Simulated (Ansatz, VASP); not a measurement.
Given: the input of a run of Ansatz 0.2.0 on BAs.

File input.yaml:

```yaml
crystal:
  lattice:
    - [0.0, 2.3724693156, 2.3724693156]
    - [2.3724693156, 0.0, 2.3724693156]
    - [2.3724693156, 2.3724693156, 0.0]
  atoms:
    - { symbol: As, position: [0.75, 0.75, 0.75] }
    - { symbol: B, position: [0.0, 0.0, 0.0] }
hamiltonian:
  xc: revpbe
  pseudopotentials: { kind: paw }
  dispersion: d3bj
kpoints:
  mp_grid: { grid: [10, 10, 10] }
scf:
  occupations: { method: fermi_dirac, width: 0.05 }
output:
  forces: true
  stress: true
  eigenvalues: true
```

Potentials or basis: Ansatz PAW.

The run is started by

```sh
$ ansatz run input.yaml --threads 2 --pin off --max-ram 5120MiB --backend cpu --events-out ev --progress --plain --runs-dir out
```

Question: Translate it to VASP 6.6.1. Potentials there: VASP PAW PBE potentials, release 64 (As_d, B).

Answer: As run (the cutoff follows the program's own potentials):

INCAR

```
  ALGO = Normal
  EDIFF = 1E-6
  ENCUT = 560
  GGA = RE
  GGA_COMPAT = F
  ISIF = 2
  ISMEAR = -1
  IVDW = 12
  LASPH = T
  LCHARG = T
  LELF = T
  LREAL = F
  LVHAR = T
  LWAVE = F
  NBANDS = 16
  NELM = 120
  PREC = Accurate
  SIGMA = 0.05
```

File KPOINTS:

```
k-points
0
Gamma
  10 10 10
```

Contents of POSCAR:

```
BAs
1.0
    0.0000000000      2.3724693156      2.3724693156
    2.3724693156      0.0000000000      2.3724693156
    2.3724693156      2.3724693156      0.0000000000
As B
1 1
Direct
    0.7500000000      0.7500000000      0.7500000000
    0.0000000000      0.0000000000      0.0000000000
```

Potentials or basis: VASP PAW PBE potentials, release 64 (As_d, B).

The run is started by

```sh
$ cat potpaw_PBE.64/As_d/POTCAR potpaw_PBE.64/B/POTCAR > POTCAR
$ mpirun -np 1 vasp_std > vasp.out
```

Both were run:

|  | VASP | Ansatz | Ansatz less VASP |
| --- | --- | --- | --- |
| gap on the k mesh at the Fermi level (eV) | 1.18 | 1.18 | -0.001 |
| least direct gap on the mesh (eV) | 3.31 | 3.31 | -0.004 |
| pressure (GPa) | -0.4 | -0.2 | +0.18 |

VASP's potentials were made for PBE, not for revPBE.
